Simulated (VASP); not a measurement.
A run of VASP 6.6.1 is set up as follows.

The input INCAR:

```
PREC = Accurate
ENCUT = 400
EDIFF = 1E-6
ISMEAR = 0
SIGMA = 0.1
LREAL = False
LASPH = True
NELM = 120
ALGO = Normal
ISIF = 2
LWAVE = False
LCHARG = True
LDIPOL = True
IDIPOL = 3
DIPOL = 0.5 0.5 0.483
GGA = PS
LELF = True
LVHAR = True
LVACPOTAV = True
NBANDS = 38
GGA_COMPAT = False
NELMDL = -8
```

Contents of KPOINTS:

```
regular mesh
0
Gamma
  9 9 1
```

Contents of POSCAR:

```
Mo3P3H
1.0
    3.1741350969      0.0000000000      0.0000000000
    0.0000000000      3.2062346803      0.0000000000
    0.0000000000      0.0000000000     25.4789215952
Mo P H
3 3 1
Direct
    0.0000000000      0.5000000000      0.3336090960
    0.0000000000      0.0000000000      0.4425886174
    0.0000000000      0.5000000000      0.5501261364
    0.5000000000      0.0000000000      0.3699356032
    0.5000000000      0.5000000000      0.4792943049
    0.5000000000      0.0000000000      0.5907329554
    0.7500000000      0.5000000000      0.6163987640
```

Potentials or basis: VASP PAW PBE potentials, release 64 (Mo_sv, P, H).

The run is started by

```sh
$ cat potpaw_PBE.64/Mo_sv/POTCAR potpaw_PBE.64/P/POTCAR potpaw_PBE.64/H/POTCAR > POTCAR
$ mpirun -np 1 vasp_std > vasp.out
```

**Question.** What does it give for the largest force?

**Answer.** 1.966 eV/Å.

**Question.** Predict the band gap on the k mesh.

**Answer.** Zero (bands 29 and 30 overlap by 0.94 eV).

Forces in eV/Å, atoms in the order of the input:
```
Mo  -0.003  0.000  1.966
Mo  -0.012  0.000 -0.301
Mo  -0.954  0.000 -0.106
P    0.004  0.000 -1.732
P    0.164  0.000 -0.226
P    0.033  0.000  0.397
H    0.767  0.000  0.003
```

Caveat: the PAW data sets were made with another functional, which shifts forces and pressure a little.
